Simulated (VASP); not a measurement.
# Al2H (R3m) in VASP: single point with PBE

Aim: the single point of Al2H with PBE.

Everything below comes from runs of VASP 6.6.1. Logs are shortened: lines on timing, memory, paths and dates and some standing lists are left out, and cuts for length are marked.

## (1) The cell of the first run

The structure is trigonal, space group R3m (No. 160). The conventional cell has a = 2.833 Å, b = 2.833 Å, c = 16.279 Å, α = 90.00°, β = 90.00°, γ = 120.00°. Within 2.6 Å of Al (site symmetry 3m) lie 3 H at 1.98 Å. Al (site symmetry 3m) has 1 H at 1.95 Å within 2.6 Å. Within 2.6 Å of H (site symmetry 3m) lie 4 Al at 1.95 to 1.98 Å.

## (2) Single point, PBE

Input file INCAR:

```
SYSTEM = Al2H
  PREC = Accurate
  ENCUT = 500
  EDIFF = 1E-6
  ISMEAR = 0
  SIGMA = 0.1
  LREAL = .False.
  LASPH = .True.
  NELM = 120
  ALGO = Normal
  ISIF = 2
  LWAVE = .False.
  LCHARG = .False.
  GGA = PE
  NBANDS = 10
  GGA_COMPAT = .False.
```

Input file KPOINTS:

```
Automatic mesh
0
Gamma
  6 6 6
  0 0 0
```

Input file POSCAR:

```
Al2H
1.0
    1.4164793216      0.8178047176      5.4264619730
   -1.4164793216      0.8178047176      5.4264619730
    0.0000000000     -1.6356094352      5.4264619730
Al H
2 1
Direct
    0.5160549019      0.5160549019      0.5160549019
    0.9946257473      0.9946257473      0.9946257473
    0.1143193508      0.1143193508      0.1143193508
```

Potentials or basis: VASP PAW PBE potentials, release 64 (Al, H).

Started as:

```
> cat potpaw_PBE.64/Al/POTCAR potpaw_PBE.64/H/POTCAR > POTCAR
> mpirun -np 1 vasp_std > vasp.out
```

OUTCAR:

```text
SYSTEM = Al2H
   PREC = Accurate
   ENCUT = 500
   EDIFF = 1E-6
   ISMEAR = 0
   LREAL = .False.
   LASPH = .True.
   NELM = 120
   ISIF = 2
   GGA = PE

 ion  position               nearest neighbor table
   1  0.516  0.516  0.516-   3 1.98   3 1.98   3 1.98   2 2.87   2 2.87   2 2.87
   2  0.995  0.995  0.995-   3 1.95   1 2.87   1 2.87   1 2.87
   3  0.114  0.114  0.114-   2 1.95   1 1.98   1 1.98   1 1.98

  LATTYP: Found a trigonal (rhomboedric) cell.
 ALAT       =     5.6676015888
 COS(alpha) =     0.8750742842

  Lattice vectors:

 A1 = (   1.4164793216,   0.8178047176,   5.4264619730)
 A2 = (  -1.4164793216,   0.8178047176,   5.4264619730)
 A3 = (   0.0000000000,  -1.6356094352,   5.4264619730)

Analysis of symmetry for initial positions (statically):
=====================================================================
 Subroutine PRICEL returns:
 Original cell was already a primitive cell.

 Routine SETGRP: Setting up the symmetry group for a
 trigonal (rhombohedral) supercell.

 Subroutine GETGRP returns: Found  6 space group operations
 (whereof  6 operations were pure point group operations)
 out of a pool of 12 trial point group operations.

The static configuration has the point symmetry C_3v.

Analysis of symmetry for dynamics (positions and initial velocities):
=====================================================================
 Subroutine PRICEL returns:
 Original cell was already a primitive cell.

 Routine SETGRP: Setting up the symmetry group for a
 trigonal (rhombohedral) supercell.

 Subroutine GETGRP returns: Found  6 space group operations
 (whereof  6 operations were pure point group operations)
 out of a pool of 12 trial point group operations.

The dynamic configuration has the point symmetry C_3v.

 Subroutine INISYM returns: Found  6 space group operations
 (whereof  6 operations are pure point group operations),
 and found     1 'primitive' translations

----------------------------------------------------------------------------------------

                                     Primitive cell

  volume of cell :      37.7162

  direct lattice vectors                    reciprocal lattice vectors
     1.416479322  0.817804718  5.426461973     0.352987857  0.203797634  0.061427378
    -1.416479322  0.817804718  5.426461973    -0.352987857  0.203797634  0.061427378
     0.000000000 -1.635609435  5.426461973     0.000000000 -0.407595268  0.061427378

  length of vectors
     5.667601589  5.667601589  5.667601589     0.412198042  0.412198042  0.412198042

  position of ions in fractional coordinates (direct lattice)
     0.516054902  0.516054902  0.516054902
     0.994625747  0.994625747  0.994625747
     0.114319351  0.114319351  0.114319351

  ion indices of the primitive-cell ions
   primitive index   ion index
                 1           1
                 2           2
                 3           3

----------------------------------------------------------------------------------------

 KPOINTS: Automatic mesh

Automatic generation of k-mesh.
 Grid dimensions read from file:
 generate k-points for:    6    6    6

 Generating k-lattice:

  Cartesian coordinates                     Fractional coordinates (reciprocal lattice)
     0.058831309  0.033966272  0.010237896     0.166666667 -0.000000000 -0.000000000
    -0.058831309  0.033966272  0.010237896    -0.000000000  0.166666667 -0.000000000
     0.000000000 -0.067932545  0.010237896    -0.000000000 -0.000000000  0.166666667

  Length of vectors
     0.068699674  0.068699674  0.068699674

  Shift w.r.t. Gamma in fractional coordinates (k-lattice)
     0.000000000  0.000000000  0.000000000

 Subroutine IBZKPT returns following result:
 ===========================================

 Found     32 irreducible k-points:

 Following reciprocal coordinates:
            Coordinates               Weight
  0.000000  0.000000  0.000000      1.000000
  0.166667 -0.000000  0.000000      6.000000
  0.333333 -0.000000  0.000000      6.000000
  0.500000 -0.000000  0.000000      3.000000
  0.166667  0.166667  0.000000      6.000000
  0.333333  0.166667  0.000000     12.000000
[... 16 lines left out ...]
  0.500000  0.500000  0.166667      6.000000
 -0.333333  0.500000  0.166667     12.000000
 [... further k-points ...]
   k-points           NKPTS =     32   k-points in BZ     NKDIM =     32   number of bands    NBANDS=     10
   number of dos      NEDOS =    301   number of ions     NIONS =      3
   total plane-waves  NPLWV =  74088
   dimension x,y,z NGX =    42 NGY =   42 NGZ =   42
   dimension x,y,z NGXF=    84 NGYF=   84 NGZF=   84
   ions per type =               2   1
   NGX,Y,Z   is equivalent  to a cutoff of  12.32, 12.32, 12.32 a.u.
   NGXF,Y,Z  is equivalent  to a cutoff of  24.64, 24.64, 24.64 a.u.
 SYSTEM =  Al2H
   PREC   = accura    normal or accurate (medium, high low for compatibility)
   ISTART =      0    job   : 0-new  1-cont  2-samecut
   ICHARG =      2    charge: 1-file 2-atom 10-const
   ISPIN  =      1    spin polarized calculation?
   LNONCOLLINEAR =      F non collinear calculations
   LSORBIT =      F    spin-orbit coupling
   LASPH  =      T    aspherical Exc in radial PAW
   ENCUT  =  500.0 eV  36.75 Ry    6.06 a.u.  10.33 10.33 10.33*2*pi/ulx,y,z
   NELM   =    120;   NELMIN=  2; NELMDL= -5     # of ELM steps
   EDIFF  = 0.1E-05   stopping-criterion for ELM
   LREAL  =      F    real-space projection
   EDIFFG = 0.1E-04   stopping-criterion for IOM
   NSW    =      0    number of steps for IOM
   IBRION =     -1    ionic relax: 0-MD 1-quasi-New 2-CG
   NFREE  =      0    steps in history (QN), initial steepest desc. (CG)
   ISIF   =      2    stress and relaxation
   ISYM   =      2    0-nonsym 1-usesym 2-fastsym
   POTIM  = 0.5000    time-step for ionic-motion
   TEBEG  =    0.0;   TEEND  =   0.0 temperature during run
   PSTRESS=    0.0 pullay stress
   NELECT =       7.0000    total number of electrons
   NUPDOWN=      -1.0000    fix difference up-down
   EMIN   =  10.00;   EMAX   =-10.00  energy-range for DOS
   EFERMI =   0.00;   METHOD = LEGACY
   ISMEAR =     0;   SIGMA  =   0.10  broadening in eV -4-tet -1-fermi 0-gaus
   EFERMI_NEDOS =   21; number of points for ismear=-14 and -15
   IALGO  =     38    algorithm
   IMIX   =      4    mixing-type and parameters
     AMIX     =   0.40;   BMIX     =  1.00
     AMIX_MAG =   1.60;   BMIX_MAG =  1.00
  volume/ion in A,a.u.               =      12.57        84.84
  Fermi-wavevector in a.u.,A,eV,Ry     =   0.933824  1.764671 11.864643  0.872027
  Thomas-Fermi vector in A             =   2.060565
   LORBIT       =      0    0 simple, 1 ext, 2 COOP (PROOUT), +10 PAW based schemes
   GGA     = PE    functional components
   LHFCALC =     F    Hartree Fock is set to
   AEXX    =    0.0000 exact exchange contribution
   IVDW    =     0    specifies the selected vdW correction
   LEPSILON=     F    determine dielectric tensor
   LRPA    =     F    only Hartree local field effects (RPA)
 non-spin polarized calculation
 Gauss-broadening in eV      SIGMA  =   0.10
  energy-cutoff  :      500.00
  volume of cell :       37.72
 maximum number of plane-waves:       968
 NGX is ok and might be reduce to    42
   NGX = 21   NGY = 21   NGZ = 21

 number of electron       7.0000000 magnetization

 Free energy of the ion-electron system (eV)
  ---------------------------------------------------
  ext. energy  EPLUGINS =         0.00000000
  ---------------------------------------------------
  free energy    TOTEN  =       -10.16809497 eV

  energy without entropy =      -10.15616215  energy(sigma->0) =      -10.16212856

 E-fermi :   7.2245     XC(G=0): -10.0120

 val. band max:        7.1941494109   @ k =  -0.3333   0.5000   0.1667
 cond. band min:       7.2500823706   @ k =   0.3333   0.3333   0.0000
 fundamental gap:      0.0559329598
 Fermi energy:         7.2244801545

 k-point     1 :       0.0000    0.0000    0.0000
  band No.  band energies     occupation
      1      -4.5322      2.00000
      2      -0.0897      2.00000
      3       1.3307      2.00000
      4      13.6803      0.00000
      5      14.9905      0.00000
      6      17.9694      0.00000
      7      18.7278      0.00000
      8      18.7278      0.00000
      9      18.9490      0.00000
     10      18.9490      0.00000

 k-point     2 :       0.1667   -0.0000    0.0000
  band No.  band energies     occupation
      1      -3.8677      2.00000
      2       0.3713      2.00000
      3       2.1589      2.00000
      4      12.0407      0.00000
      5      13.5237      0.00000
      6      14.5532      0.00000
      7      16.0692      0.00000
      8      16.2829      0.00000
      9      17.3817      0.00000
     10      17.4644      0.00000

 k-point     3 :       0.3333   -0.0000    0.0000
  band No.  band energies     occupation
      1      -1.9457      2.00000
      2       1.8194      2.00000
      3       4.2575      2.00000
      4       7.0905      1.94186
      5       9.1196      0.00000
      6      13.0236      0.00000
      7      14.4260      0.00000
      8      14.7923      0.00000
      9      15.5739      0.00000
     10      15.7257      0.00000

 k-point     4 :       0.5000   -0.0000    0.0000
  band No.  band energies     occupation
      1       0.2002      2.00000
      2       2.5028      2.00000
      3       4.4121      2.00000
      4       5.7838      2.00000
      5       8.3325      0.00000
      6       9.0015      0.00000
      7      13.8882      0.00000
      8      14.5351      0.00000
      9      14.9286      0.00000
     10      15.0474      0.00000

 k-point     5 :       0.1667    0.1667    0.0000
  band No.  band energies     occupation
      1      -3.8288      2.00000
      2       0.0409      2.00000
      3       2.5762      2.00000
      4      11.9365      0.00000
      5      13.0552      0.00000
      6      14.4385      0.00000
      7      15.7585      0.00000
      8      16.7855      0.00000
      9      16.9945      0.00000
     10      18.2432      0.00000

 k-point     6 :       0.3333    0.1667    0.0000
  band No.  band energies     occupation
      1      -2.4964      2.00000
      2       0.9033      2.00000
      3       4.2630      2.00000
      4       9.3294      0.00000
      5      10.6435      0.00000
      6      11.1101      0.00000
      7      12.9344      0.00000
      8      14.3825      0.00000
      9      16.2886      0.00000
     10      18.8855      0.00000
[... 183 lines left out ...]
 k-point    21 :      -0.3333    0.3333    0.1667
  band No.  band energies     occupation
      1       0.0543      2.00000
      2       2.1960      2.00000
      3       4.4861      2.00000
      4       7.7380      0.00000
      5       9.0946      0.00000
      6       9.7090      0.00000
      7      10.4886      0.00000
      8      11.4340      0.00000
      9      13.4499      0.00000
     10      16.4348      0.00000

 k-point    22 :      -0.1667    0.3333    0.1667
  band No.  band energies     occupation
      1      -0.2571      2.00000
      2       3.0956      2.00000
      3       5.5801      2.00000
      4       5.9748      2.00000
      5       7.0400      1.99090
      6       9.0578      0.00000
      7      11.4754      0.00000
      8      14.0627      0.00000
      9      14.9821      0.00000
     10      16.9626      0.00000

 k-point    23 :       0.5000    0.5000    0.1667
  band No.  band energies     occupation
      1      -1.5066      2.00000
      2       0.3218      2.00000
      3       6.0391      2.00000
      4       7.7175      0.00000
      5       9.2553      0.00000
      6      11.0627      0.00000
      7      13.3386      0.00000
      8      13.8405      0.00000
      9      16.4142      0.00000
     10      17.4690      0.00000

 k-point    24 :      -0.3333    0.5000    0.1667
  band No.  band energies     occupation
      1       0.1086      2.00000
      2       2.0768      2.00000
      3       4.6628      2.00000
      4       7.1941      1.33203
      5       8.4408      0.00000
      6      10.4746      0.00000
      7      11.3112      0.00000
      8      12.5145      0.00000
      9      12.9519      0.00000
     10      14.9606      0.00000

 [... further k-points ...]

------------------------ aborting loop because EDIFF is reached ----------------------------------------

  FORCE on cell =-STRESS in cart. coord.  units (eV):
  Direction    XX          YY          ZZ          XY          YZ          ZX
  --------------------------------------------------------------------------------------
  -------------------------------------------------------------------------------------
  Total        0.0804687      0.0804687      0.1940846      0.0000000      0.0000000      0.0000000
  in kB        3.4182953      3.4182953      8.2446789      0.0000000      0.0000000      0.0000000
  external PRESSURE =       5.0270898 kB  Pullay stress =       0.0000000 kB

 VOLUME and BASIS-vectors are now :
 -----------------------------------------------------------------------------
  energy-cutoff  :      500.00
  volume of cell :       37.72
      direct lattice vectors                 reciprocal lattice vectors
     1.416479322  0.817804718  5.426461973     0.352987857  0.203797634  0.061427378
    -1.416479322  0.817804718  5.426461973    -0.352987857  0.203797634  0.061427378
     0.000000000 -1.635609435  5.426461973     0.000000000 -0.407595268  0.061427378

 POSITION                                       TOTAL-FORCE (eV/Angst)
 -----------------------------------------------------------------------------------
      0.00000      0.00000      8.40106         0.000000      0.000000      0.059555
      0.00000      0.00000     16.19190         0.000000     -0.000000     -0.000128
      0.00000      0.00000      1.86105         0.000000     -0.000000     -0.059427
 -----------------------------------------------------------------------------------
    total drift:                               -0.000000     -0.000000     -0.000185

  FREE ENERGIE OF THE ION-ELECTRON SYSTEM (eV)
  ---------------------------------------------------
  free  energy   TOTEN  =       -10.1680949741 eV

  energy  without entropy=      -10.1561621459  energy(sigma->0) =      -10.16212856
```

It took 60 s on 1 thread of Intel Xeon 8259CL, shared host; peak memory 0.24 GiB.

What came out:

```yaml
Free_energy: -10.1681 eV
Pressure: 0.5 GPa
Largest_force: 0.060 eV/Å
Band_gap_on_the_k_mesh: zero (an odd number of electrons rules out a gap without spin polarisation)
```

Forces on the atoms (eV/Å):
```
Al   0.000  0.000  0.060
Al   0.000  0.000  0.000
H    0.000  0.000 -0.059
```

Levels at points of the mesh, in eV from the Fermi level:
```csv
k point,band 1,band 2,band 3,band 4,band 5,band 6,band 7
"(0.00, 0.00, 0.00)",-11.76,-7.31,-5.89,6.46,7.77,10.74,11.50
"(0.50, 0.00, 0.00)",-7.02,-4.72,-2.81,-1.44,1.11,1.78,6.66
"(0.50, 0.50, 0.00)",-6.87,-4.41,-3.72,-2.07,2.20,3.21,6.02
"(0.50, 0.50, 0.50)",-11.06,-9.76,-1.34,0.06,10.07,11.19,11.19
```

Caveat: the k points lie up to 0.43 Å⁻¹ apart, too coarse for converged energies and pressures of a metal.

The gap in the log of VASP goes by the Fermi energy; the results here count the filled bands.